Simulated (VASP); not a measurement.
# Mg in VASP: further runs

Runs on Mg. Level: PBE. Tasks: single point.

Everything below comes from runs of VASP 6.6.1. Logs are shortened: lines on timing, memory, paths and dates and some standing lists are left out, and cuts for length are marked.

## (1) The cell of the first run

The structure is hexagonal, space group P6/mmm (No. 191). The conventional cell has a = 3.162 Å, b = 3.162 Å, c = 3.202 Å, α = 90.00°, β = 90.00°, γ = 120.00°. Mg (site symmetry 6/mmm) has 8 Mg at 3.16 to 3.20 Å within 4.2 Å.

This isn't the form of Mg at room conditions, which is hcp.

## (2) Single point, PBE (strained)

The input, INCAR:

```
SYSTEM = Mg
PREC = Accurate ; ENCUT = 600
EDIFF = 1E-6 ; ISMEAR = 0
SIGMA = 0.1 ; LREAL = .FALSE.
LASPH = .TRUE. ; NELM = 120
ALGO = Normal ; ISIF = 2
LWAVE = .FALSE. ; LCHARG = .FALSE.
GGA = PE ; NBANDS = 7
GGA_COMPAT = .FALSE.
```

The input, KPOINTS:

```
regular mesh
0
G
  15 15 14
  0 0 0
```

The input, POSCAR:

```
Mg
1.0
    3.1617272522      0.0000000000      0.0000000000
   -1.5808636262      2.7381361203      0.0000000000
    0.0000000000      0.0000000000      3.2017380500
Mg
1
Direct
    0.0000000000      0.0000000000      0.0000000000
```

Potentials or basis: VASP PAW PBE potentials, release 64 (Mg).

The run is started by

```
cat potpaw_PBE.64/Mg/POTCAR > POTCAR
mpirun -np 1 vasp_std > vasp.out
```

OUTCAR:

```text
SYSTEM = Mg
   PREC = Accurate
   ENCUT = 600
   EDIFF = 1E-6
   ISMEAR = 0
   LREAL = .FALSE.
   LASPH = .TRUE.
   NELM = 120
   ISIF = 2
   GGA = PE

 ion  position               nearest neighbor table
   1  0.000  0.000  0.000-

  LATTYP: Found a hexagonal cell.
 ALAT       =     3.1617272522
 C/A-ratio  =     1.0126547278

  Lattice vectors:

 A1 = (   3.1617272522,   0.0000000000,   0.0000000000)
 A2 = (  -1.5808636262,   2.7381361203,   0.0000000000)
 A3 = (   0.0000000000,   0.0000000000,   3.2017380500)

Analysis of symmetry for initial positions (statically):
=====================================================================
 Subroutine PRICEL returns:
 Original cell was already a primitive cell.

 Routine SETGRP: Setting up the symmetry group for a
 hexagonal supercell.

 Subroutine GETGRP returns: Found 24 space group operations
 (whereof 24 operations were pure point group operations)
 out of a pool of 24 trial point group operations.

The static configuration has the point symmetry D_6h.

Analysis of symmetry for dynamics (positions and initial velocities):
=====================================================================
 Subroutine PRICEL returns:
 Original cell was already a primitive cell.

 Routine SETGRP: Setting up the symmetry group for a
 hexagonal supercell.

 Subroutine GETGRP returns: Found 24 space group operations
 (whereof 24 operations were pure point group operations)
 out of a pool of 24 trial point group operations.

The dynamic configuration has the point symmetry D_6h.

 Subroutine INISYM returns: Found 24 space group operations
 (whereof 24 operations are pure point group operations),
 and found     1 'primitive' translations

----------------------------------------------------------------------------------------

                                     Primitive cell

  volume of cell :      27.7182

  direct lattice vectors                    reciprocal lattice vectors
     3.161727252  0.000000000  0.000000000     0.316282816  0.182605969  0.000000000
    -1.580863626  2.738136120  0.000000000     0.000000000  0.365211938  0.000000000
     0.000000000  0.000000000  3.201738050     0.000000000  0.000000000  0.312330361

  length of vectors
     3.161727252  3.161727252  3.201738050     0.365211938  0.365211938  0.312330361

  position of ions in fractional coordinates (direct lattice)
     0.000000000  0.000000000  0.000000000

  ion indices of the primitive-cell ions
   primitive index   ion index
                 1           1

----------------------------------------------------------------------------------------

 KPOINTS: regular mesh

Automatic generation of k-mesh.
 Grid dimensions read from file:
 generate k-points for:   15   15   14

 Generating k-lattice:

  Cartesian coordinates                     Fractional coordinates (reciprocal lattice)
     0.021085521  0.012173731  0.000000000     0.066666667  0.000000000  0.000000000
     0.000000000  0.024347463  0.000000000     0.000000000  0.066666667  0.000000000
     0.000000000  0.000000000  0.022309311     0.000000000  0.000000000  0.071428571

  Length of vectors
     0.024347463  0.024347463  0.022309311

  Shift w.r.t. Gamma in fractional coordinates (k-lattice)
     0.000000000  0.000000000  0.000000000

 Subroutine IBZKPT returns following result:
 ===========================================

 Found    216 irreducible k-points:

 Following reciprocal coordinates:
            Coordinates               Weight
  0.000000  0.000000  0.000000      1.000000
  0.066667 -0.000000  0.000000      6.000000
  0.133333 -0.000000  0.000000      6.000000
  0.200000  0.000000  0.000000      6.000000
  0.266667 -0.000000  0.000000      6.000000
  0.333333 -0.000000  0.000000      6.000000
[... 16 lines left out ...]
  0.333333  0.200000  0.000000     12.000000
  0.400000  0.200000  0.000000      6.000000
 [... further k-points ...]
   k-points           NKPTS =    216   k-points in BZ     NKDIM =    216   number of bands    NBANDS=      7
   number of dos      NEDOS =    301   number of ions     NIONS =      1
   total plane-waves  NPLWV =  21952
   dimension x,y,z NGX =    28 NGY =   28 NGZ =   28
   dimension x,y,z NGXF=    56 NGYF=   56 NGZF=   56
   ions per type =               1
   NGX,Y,Z   is equivalent  to a cutoff of  14.72, 14.72, 14.54 a.u.
   NGXF,Y,Z  is equivalent  to a cutoff of  29.45, 29.45, 29.08 a.u.
 SYSTEM =  Mg
   PREC   = accura    normal or accurate (medium, high low for compatibility)
   ISTART =      0    job   : 0-new  1-cont  2-samecut
   ICHARG =      2    charge: 1-file 2-atom 10-const
   ISPIN  =      1    spin polarized calculation?
   LNONCOLLINEAR =      F non collinear calculations
   LSORBIT =      F    spin-orbit coupling
   LASPH  =      T    aspherical Exc in radial PAW
   ENCUT  =  600.0 eV  44.10 Ry    6.64 a.u.   6.31  6.31  6.39*2*pi/ulx,y,z
   NELM   =    120;   NELMIN=  2; NELMDL= -5     # of ELM steps
   EDIFF  = 0.1E-05   stopping-criterion for ELM
   LREAL  =      F    real-space projection
   EDIFFG = 0.1E-04   stopping-criterion for IOM
   NSW    =      0    number of steps for IOM
   IBRION =     -1    ionic relax: 0-MD 1-quasi-New 2-CG
   NFREE  =      0    steps in history (QN), initial steepest desc. (CG)
   ISIF   =      2    stress and relaxation
   ISYM   =      2    0-nonsym 1-usesym 2-fastsym
   POTIM  = 0.5000    time-step for ionic-motion
   TEBEG  =    0.0;   TEEND  =   0.0 temperature during run
   PSTRESS=    0.0 pullay stress
   NELECT =       2.0000    total number of electrons
   NUPDOWN=      -1.0000    fix difference up-down
   EMIN   =  10.00;   EMAX   =-10.00  energy-range for DOS
   EFERMI =   0.00;   METHOD = LEGACY
   ISMEAR =     0;   SIGMA  =   0.10  broadening in eV -4-tet -1-fermi 0-gaus
   EFERMI_NEDOS =   21; number of points for ismear=-14 and -15
   IALGO  =     38    algorithm
   IMIX   =      4    mixing-type and parameters
     AMIX     =   0.40;   BMIX     =  1.00
     AMIX_MAG =   1.60;   BMIX_MAG =  1.00
  volume/ion in A,a.u.               =      27.72       187.05
  Fermi-wavevector in a.u.,A,eV,Ry     =   0.681548  1.287939  6.320010  0.464508
  Thomas-Fermi vector in A             =   1.760362
   LORBIT       =      0    0 simple, 1 ext, 2 COOP (PROOUT), +10 PAW based schemes
   GGA     = PE    functional components
   LHFCALC =     F    Hartree Fock is set to
   AEXX    =    0.0000 exact exchange contribution
   IVDW    =     0    specifies the selected vdW correction
   LEPSILON=     F    determine dielectric tensor
   LRPA    =     F    only Hartree local field effects (RPA)
 non-spin polarized calculation
 Gauss-broadening in eV      SIGMA  =   0.10
  energy-cutoff  :      600.00
  volume of cell :       27.72
 maximum number of plane-waves:       948
 NGX is ok and might be reduce to    28
   NGX = 13   NGY = 13   NGZ = 13

 number of electron       2.0000000 magnetization

 Free energy of the ion-electron system (eV)
  ---------------------------------------------------
  ext. energy  EPLUGINS =         0.00000000
  ---------------------------------------------------
  free energy    TOTEN  =        -1.26607005 eV

  energy without entropy =       -1.26435315  energy(sigma->0) =       -1.26521160

 E-fermi :   1.6901     XC(G=0):  -7.8971

 val. band max:        1.6722946355   @ k =   0.2667  -0.0000   0.4286
 cond. band min:       1.6975763024   @ k =   0.3333  -0.0000   0.5000
 fundamental gap:      0.0252816669
 Fermi energy:         1.6901461755

 k-point     1 :       0.0000    0.0000    0.0000
  band No.  band energies     occupation
      1      -4.4717      2.00000
      2       9.1172      0.00000
      3       9.4013      0.00000
      4      13.6407      0.00000
      5      13.6407      0.00000
      6      14.2564      0.00000
      7      14.2564      0.00000

 k-point     2 :       0.0667   -0.0000    0.0000
  band No.  band energies     occupation
      1      -4.3823      2.00000
      2       9.1131      0.00000
      3       9.4777      0.00000
      4      12.1273      0.00000
      5      12.8462      0.00000
      6      14.2720      0.00000
      7      15.2047      0.00000

 k-point     3 :       0.1333   -0.0000    0.0000
  band No.  band energies     occupation
      1      -4.1147      2.00000
      2       8.8835      0.00000
      3       9.7072      0.00000
      4      10.4202      0.00000
      5      11.9587      0.00000
      6      13.7560      0.00000
      7      16.5522      0.00000

 k-point     4 :       0.2000    0.0000    0.0000
  band No.  band energies     occupation
      1      -3.6700      2.00000
      2       7.5841      0.00000
      3       9.8595      0.00000
      4      10.0901      0.00000
      5      11.2110      0.00000
      6      13.3341      0.00000
      7      18.0612      0.00000

 k-point     5 :       0.2667   -0.0000    0.0000
  band No.  band energies     occupation
      1      -3.0507      2.00000
      2       5.8301      0.00000
      3       9.8054      0.00000
      4      10.6121      0.00000
      5      10.6270      0.00000
      6      13.2369      0.00000
      7      18.6394      0.00000
[... 161 lines left out ...]
 k-point    22 :       0.2667    0.2000    0.0000
  band No.  band energies     occupation
      1      -1.2145      2.00000
      2       3.8645      0.00000
      3       5.1541      0.00000
      4      12.2437      0.00000
      5      13.0997      0.00000
      6      16.3769      0.00000
      7      16.8214      0.00000

 k-point    23 :       0.3333    0.2000    0.0000
  band No.  band energies     occupation
      1      -0.1816      2.00000
      2       2.3788      0.00000
      3       4.9024      0.00000
      4      13.1684      0.00000
      5      13.8829      0.00000
      6      15.4785      0.00000
      7      16.0300      0.00000

 k-point    24 :       0.4000    0.2000    0.0000
  band No.  band energies     occupation
      1       0.8865      2.00000
      2       1.1578      2.00000
      3       4.8195      0.00000
      4      14.1704      0.00000
      5      14.3084      0.00000
      6      14.3303      0.00000
      7      15.8167      0.00000

 [... further k-points ...]

------------------------ aborting loop because EDIFF is reached ----------------------------------------

  FORCE on cell =-STRESS in cart. coord.  units (eV):
  Direction    XX          YY          ZZ          XY          YZ          ZX
  --------------------------------------------------------------------------------------
  -------------------------------------------------------------------------------------
  Total       -0.3116396     -0.3116396     -0.3425584      0.0000000      0.0000000      0.0000000
  in kB      -18.0134951    -18.0134951    -19.8006736      0.0000000      0.0000000      0.0000000
  external PRESSURE =     -18.6092213 kB  Pullay stress =       0.0000000 kB

 VOLUME and BASIS-vectors are now :
 -----------------------------------------------------------------------------
  energy-cutoff  :      600.00
  volume of cell :       27.72
      direct lattice vectors                 reciprocal lattice vectors
     3.161727252  0.000000000  0.000000000     0.316282816  0.182605969  0.000000000
    -1.580863626  2.738136120  0.000000000     0.000000000  0.365211938  0.000000000
     0.000000000  0.000000000  3.201738050     0.000000000  0.000000000  0.312330361

 POSITION                                       TOTAL-FORCE (eV/Angst)
 -----------------------------------------------------------------------------------
      0.00000      0.00000      0.00000         0.000000      0.000000      0.000000
 -----------------------------------------------------------------------------------
    total drift:                               -0.000000     -0.000000      0.000000

  FREE ENERGIE OF THE ION-ELECTRON SYSTEM (eV)
  ---------------------------------------------------
  free  energy   TOTEN  =        -1.2660700533 eV

  energy  without entropy=       -1.2643531468  energy(sigma->0) =       -1.26521160
```

Run time: 19 s. Hardware: 1 thread of Intel Xeon Platinum 8488C (Sapphire Rapids), shared host; peak memory 0.19 GiB.

What came out:

* Free energy: -1.2661 eV
* Pressure: -1.9 GPa
* Band gap on the k mesh: zero (bands 1 and 2 overlap by 4.85 eV)

Stress tensor (GPa, compression positive):
```
-1.80  0.00  0.00
 0.00 -1.80  0.00
 0.00  0.00 -1.98
```

Caveat: the cell differs from its parent crystal (strained).

## (3) Single point, PBE (the cell strained at random)

The input, INCAR:

```
SYSTEM = Mg
ALGO = Normal
EDIFF = 1E-6
ENCUT = 600
GGA = PE
GGA_COMPAT = .False.
ISIF = 2
ISMEAR = 0
LASPH = .True.
LCHARG = .False.
LREAL = .False.
LWAVE = .False.
NBANDS = 7
NELM = 120
PREC = Accurate
SIGMA = 0.1
```

The input, KPOINTS:

```
k-points
0
Gamma
  14 14 12
  0 0 0
```

The input, POSCAR:

```
Mg
1.0
    3.1695665227      0.0165936309     -0.0109810793
   -1.5704127555      2.7551197720     -0.0208729988
   -0.0109614153     -0.0303874789      3.0832025234
Mg
1
Direct
    0.0000000000      0.0000000000      0.0000000000
```

Potentials or basis: VASP PAW PBE potentials, release 64 (Mg).

The run is started by

```
cat potpaw_PBE.64/Mg/POTCAR > POTCAR
mpirun -np 1 vasp_std > vasp.out
```

Run time: 93 s. Hardware: 1 thread of Intel Xeon Platinum 8488C (Sapphire Rapids), shared host; peak memory 0.39 GiB.

The run converged. Its results:

```yaml
Free_energy: -1.2664 eV
Pressure: -1.5 GPa
Band_gap_on_the_k_mesh: zero (bands 1 and 2 overlap by 4.67 eV)
```

Stress tensor (GPa, compression positive):
```
-2.16 -0.05 -0.07
-0.05 -2.21 -0.19
-0.07 -0.19 -0.20
```

Levels at points of the mesh, in eV from the Fermi level:
```tsv
k point	band 1	band 2	band 3	band 4
(0.00, 0.00, 0.00)	-6.27	7.99	8.74	11.55
(0.50, 0.00, 0.00)	-1.51	-1.36	7.74	7.81
(0.00, 0.50, 0.00)	-1.51	-1.36	7.75	7.83
(0.50, 0.50, 0.00)	-1.45	-1.24	7.54	7.56
(0.00, 0.00, 0.50)	-2.69	-2.06	13.74	14.03
(0.50, 0.00, 0.50)	1.46	2.17	2.71	3.09
(0.00, 0.50, 0.50)	1.45	2.18	2.68	3.10
(0.50, 0.50, 0.50)	1.54	2.25	2.87	3.09
```

Caveat: the cell differs from its parent crystal (the cell strained at random).

## (4) Single point, PBE (strained)

The input, INCAR:

```
PREC     = Accurate       # precision mode
ENCUT    = 600            # plane-wave cutoff, eV
EDIFF    = 1E-6           # SCF threshold, eV
ISMEAR   = 0              # smearing method
SIGMA    = 0.1            # smearing width, eV
LREAL    = F              # projectors in reciprocal space
LASPH    = T              # aspherical terms in the spheres
NELM     = 120            # most SCF steps
ALGO     = Normal         # electronic algorithm
ISIF     = 2              # what is computed and relaxed
LWAVE    = F              # write WAVECAR
LCHARG   = F              # write CHGCAR
GGA      = PE             # functional
NBANDS   = 7              # bands
GGA_COMPAT= F
```

The input, KPOINTS:

```
Automatic mesh
0
Gamma
  14 14 12
```

The input, POSCAR:

```
Mg
1.0
    3.2434142809     -0.0220231646      0.0198574517
   -1.6407797605      2.7233389079      0.0009548191
    0.0198218926      0.0125447308      3.1977188644
Mg
1
Direct
    0.0000000000      0.0000000000      0.0000000000
```

The run is started by

```
cat potpaw_PBE.64/Mg/POTCAR > POTCAR
mpirun -np 1 vasp_std > vasp.out
```

Run time: 93 s. Hardware: 1 thread of Intel Xeon Platinum 8488C (Sapphire Rapids), shared host; peak memory 0.41 GiB.

Results (log left out):

| Property | Result |
| --- | --- |
| Free energy | -1.2569 eV |
| Pressure | -2.2 GPa |
| Band gap on the k mesh | zero (bands 1 and 2 overlap by 4.47 eV) |

Stress tensor (GPa, compression positive):
```
-2.76  0.22  0.18
 0.22 -1.91  0.09
 0.18  0.09 -1.84
```

Levels at points of the mesh, in eV from the Fermi level:
| k point | band 1 | band 2 | band 3 | band 4 | band 5 | band 6 |
| --- | --- | --- | --- | --- | --- | --- |
| (0.00, 0.00, 0.00) | -6.11 | 7.48 | 7.80 | 11.34 | 11.91 | 12.21 |
| (0.50, 0.00, 0.00) | -1.38 | -1.20 | 7.80 | 7.92 | 11.93 | 12.10 |
| (0.00, 0.50, 0.00) | -1.25 | -0.95 | 7.31 | 7.41 | 12.03 | 12.37 |
| (0.50, 0.50, 0.00) | -1.45 | -1.36 | 8.02 | 8.28 | 11.89 | 11.98 |
| (0.00, 0.00, 0.50) | -2.92 | -2.04 | 13.26 | 14.13 | 14.77 | 14.81 |
| (0.50, 0.00, 0.50) | 1.26 | 2.20 | 2.46 | 3.07 | 10.63 | 11.61 |
| (0.00, 0.50, 0.50) | 1.40 | 2.42 | 2.74 | 3.19 | 10.00 | 11.04 |
| (0.50, 0.50, 0.50) | 1.21 | 2.05 | 2.32 | 2.98 | 10.98 | 11.89 |

Caveat: the cell differs from its parent crystal (strained).

## (5) The runs side by side

```csv
cell,k mesh,gap on the mesh (eV),pressure (GPa)
"a = 3.162, b = 3.162, c = 3.202 Å, angles 90.0, 90.0, 120.0°, 1 atom",15 × 15 × 14,none,-1.9
"a = 3.170, b = 3.171, c = 3.083 Å, angles 90.8, 90.4, 119.4°, 1 atom",14 × 14 × 12,none,-1.5
"a = 3.244, b = 3.179, c = 3.198 Å, angles 90.0, 89.3, 121.5°, 1 atom",14 × 14 × 12,none,-2.2
```

Alike in all rows: task single point; level PBE; potentials or basis VASP PAW PBE potentials, release 64 (Mg); no spin polarisation; cutoff (eV) 600; smearing gaussian 0.1 eV.

Absolute energies hang on the potentials; compare differences alone.
